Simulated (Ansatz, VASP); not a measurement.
## Two plane-wave programs on Pd

```
Pd
1.0
     0.00000    1.81223    1.81223
     1.81223    0.00000    1.81223
     1.81223    1.81223    0.00000
Pd
1
Direct
  0.00000 0.00000 0.00000
```

Change from the starting cell: volume scaled by 0.84, PAW files.

Alike in both runs: task single point; functional LDA; k mesh 17 × 17 × 17; occupations fermi-dirac, width 0.1 eV; no spin polarisation.

```csv
,VASP,Ansatz
version,VASP 6.6.1,Ansatz 0.2.0
potentials or method,"VASP PAW LDA potentials, release 64 (Pd)","PAW with Ansatz's default frozen-core files, scalar-relativistic"
plane-wave cutoff (eV),520,420
valence electrons in the cell,10,18
```

Ansatz gave:

| Property | Result |
| --- | --- |
| pressure (GPa) | 62.5 |

Q: What did VASP give for the same quantities?

A: Pressure (GPa): 63.1.

LDA's correlation is that of Perdew and Zunger in VASP and of Perdew and Wang (1992) in Ansatz. Both programs put the cell under a high pressure, so it lies far from rest at this level. VASP's potentials hold 10 valence electrons a cell and Ansatz's 18, so a difference there can come from the potentials and not from the codes.

Noted on VASP's run: the cell as given lies far from equilibrium.
